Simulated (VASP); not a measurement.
# Nb (Fm-3m) in VASP: a series of runs, part 3 of 3

VASP 6.6.1.

### 5 Single point, PBE

Contents of INCAR:

```
SYSTEM = Nb
PREC = Accurate
ENCUT = 520
EDIFF = 1E-6
ISMEAR = -1
SIGMA = 0.05
LREAL = .FALSE.
LASPH = .TRUE.
NELM = 60
ALGO = Fast
ISIF = 2
LWAVE = .FALSE.
LCHARG = .FALSE.
GGA = PE
NBANDS = 12
```

Contents of KPOINTS:

```
Automatic mesh
0
G
  18 18 18
  0 0 0
```

Contents of POSCAR:

```
Nb
1.0
    0.0000000000      2.1150000000      2.1150000000
    2.1150000000      0.0000000000      2.1150000000
    2.1150000000      2.1150000000      0.0000000000
Nb
1
Direct
    0.0000000000      0.0000000000      0.0000000000
```

Potentials or basis: VASP PAW PBE potentials, release 64 (Nb_sv).

Command:

```console
> cat potpaw_PBE.64/Nb_sv/POTCAR > POTCAR
> mpirun -np 1 vasp_std > vasp.out
```

OUTCAR:

```text
SYSTEM = Nb
   PREC = Accurate
   ENCUT = 520
   EDIFF = 1E-6
   ISMEAR = -1
   LREAL = .FALSE.
   LASPH = .TRUE.
   NELM = 60
   ISIF = 2
   GGA = PE

 ion  position               nearest neighbor table
   1  0.000  0.000  0.000-

  LATTYP: Found a face centered cubic cell.
 ALAT       =     4.2300000000

  Lattice vectors:

 A1 = (   0.0000000000,   2.1150000000,   2.1150000000)
 A2 = (   2.1150000000,   0.0000000000,   2.1150000000)
 A3 = (   2.1150000000,   2.1150000000,   0.0000000000)

Analysis of symmetry for initial positions (statically):
=====================================================================
 Subroutine PRICEL returns:
 Original cell was already a primitive cell.

 Routine SETGRP: Setting up the symmetry group for a
 face centered cubic supercell.

 Subroutine GETGRP returns: Found 48 space group operations
 (whereof 48 operations were pure point group operations)
 out of a pool of 48 trial point group operations.

The static configuration has the point symmetry O_h .

Analysis of symmetry for dynamics (positions and initial velocities):
=====================================================================
 Subroutine PRICEL returns:
 Original cell was already a primitive cell.

 Routine SETGRP: Setting up the symmetry group for a
 face centered cubic supercell.

 Subroutine GETGRP returns: Found 48 space group operations
 (whereof 48 operations were pure point group operations)
 out of a pool of 48 trial point group operations.

The dynamic configuration has the point symmetry O_h .

 Subroutine INISYM returns: Found 48 space group operations
 (whereof 48 operations are pure point group operations),
 and found     1 'primitive' translations

----------------------------------------------------------------------------------------

                                     Primitive cell

  volume of cell :      18.9217

[... 111 lines left out ...]
   GGA     = PE    functional components
   LHFCALC =     F    Hartree Fock is set to
   AEXX    =    0.0000 exact exchange contribution
   IVDW    =     0    specifies the selected vdW correction
   LEPSILON=     F    determine dielectric tensor
   LRPA    =     F    only Hartree local field effects (RPA)
 non-spin polarized calculation
 RMM-DIIS sequential band-by-band and
  energy-cutoff  :      520.00
  volume of cell :       18.92
 maximum number of plane-waves:       532
 NGX is ok and might be reduce to    24
   NGX = 11   NGY = 11   NGZ = 11

 number of electron      13.0000001 magnetization

 Free energy of the ion-electron system (eV)
  ---------------------------------------------------
  ext. energy  EPLUGINS =         0.00000000
  ---------------------------------------------------
  free energy    TOTEN  =        -9.89927297 eV

  energy without entropy =       -9.88749029  energy(sigma->0) =       -9.89338163

 E-fermi :  10.8583     XC(G=0): -12.2509

 val. band max:       10.8353717117   @ k =  -0.2778   0.1111   0.0000
 cond. band min:      10.8703074234   @ k =   0.0556   0.0000   0.0000
 fundamental gap:      0.0349357117
 Fermi energy:        10.8583192040

 k-point     1 :       0.0000    0.0000    0.0000
  band No.  band energies     occupation
      1     -43.9535      2.00000
      2     -19.3556      2.00000
      3     -19.3556      2.00000
      4     -19.3556      2.00000
      5       4.6466      2.00000
      6      10.9602      0.23059
      7      10.9602      0.23059
      8      10.9602      0.23059
      9      13.5240      0.00000
     10      13.5240      0.00000
     11      22.6624      0.00000
     12      27.4047      0.00000
[... 331 lines left out ...]
 k-point    24 :      -0.2222    0.0556    0.0000
  band No.  band energies     occupation
      1     -43.8628      2.00000
      2     -19.9224      2.00000
      3     -19.4659      2.00000
      4     -19.4147      2.00000
      5       6.4452      2.00000
      6      10.0695      2.00000
      7      11.3053      0.00026
      8      11.4245      0.00002
      9      13.1309      0.00000
     10      13.9671      0.00000
     11      23.4360      0.00000
     12      25.9229      0.00000

 [... further k-points ...]

------------------------ aborting loop because EDIFF is reached ----------------------------------------

  FORCE on cell =-STRESS in cart. coord.  units (eV):
  Direction    XX          YY          ZZ          XY          YZ          ZX
  --------------------------------------------------------------------------------------
  -------------------------------------------------------------------------------------
  Total       -0.1967180     -0.1967180     -0.1967180      0.0000000      0.0000000      0.0000000
  in kB      -16.6568803    -16.6568803    -16.6568803      0.0000000      0.0000000      0.0000000
  external PRESSURE =     -16.6568803 kB  Pullay stress =       0.0000000 kB

 VOLUME and BASIS-vectors are now :
 -----------------------------------------------------------------------------
  energy-cutoff  :      520.00
  volume of cell :       18.92
      direct lattice vectors                 reciprocal lattice vectors
     0.000000000  2.115000000  2.115000000    -0.236406619  0.236406619  0.236406619
     2.115000000  0.000000000  2.115000000     0.236406619 -0.236406619  0.236406619
     2.115000000  2.115000000  0.000000000     0.236406619  0.236406619 -0.236406619

 POSITION                                       TOTAL-FORCE (eV/Angst)
 -----------------------------------------------------------------------------------
      0.00000      0.00000      0.00000         0.000000      0.000000      0.000000
 -----------------------------------------------------------------------------------
    total drift:                               -0.000000      0.000000      0.000000

  FREE ENERGIE OF THE ION-ELECTRON SYSTEM (eV)
  ---------------------------------------------------
  free  energy   TOTEN  =        -9.8992729701 eV

  energy  without entropy=       -9.8874902899  energy(sigma->0) =       -9.89338163
```

Wall time 84 s (1 thread of AMD EPYC 7R13 (Zen 3), shared host); peak memory 0.14 GiB.

Results:

```
Free energy            : -9.8993 eV
Pressure               : -1.7 GPa
Band gap on the k mesh : zero (an odd number of electrons rules out a gap without spin polarisation)
```

Levels at points of the mesh, in eV from the Fermi level:
```csv
k point,band 3,band 4,band 5,band 6,band 7,band 8,band 9,band 10
"(0.00, 0.00, 0.00)",-30.21,-30.21,-6.21,0.10,0.10,0.10,2.67,2.67
"(0.50, 0.00, 0.00)",-30.36,-30.36,-3.81,-0.08,-0.08,1.33,4.60,4.60
"(0.50, 0.50, 0.00)",-30.63,-30.63,-4.01,-3.28,3.53,4.58,5.15,5.15
```

### 6 The runs side by side

| k mesh | gap on the mesh (eV) | pressure (GPa) |
| --- | --- | --- |
| 10 × 10 × 10 | none | -1.7 |
| 12 × 12 × 12 | none | -1.4 |
| 15 × 15 × 15 | none | -1.7 |
| 18 × 18 × 18 | none | -1.7 |

Alike in all rows: task single point; level PBE; potentials or basis VASP PAW PBE potentials, release 64 (Nb_sv); no spin polarisation; cell as given; cutoff (eV) 520; smearing fermi-dirac 0.05 eV.

Absolute energies hang on the potentials; compare differences alone.

The gap in the log of VASP goes by the Fermi energy; the results here count the filled bands.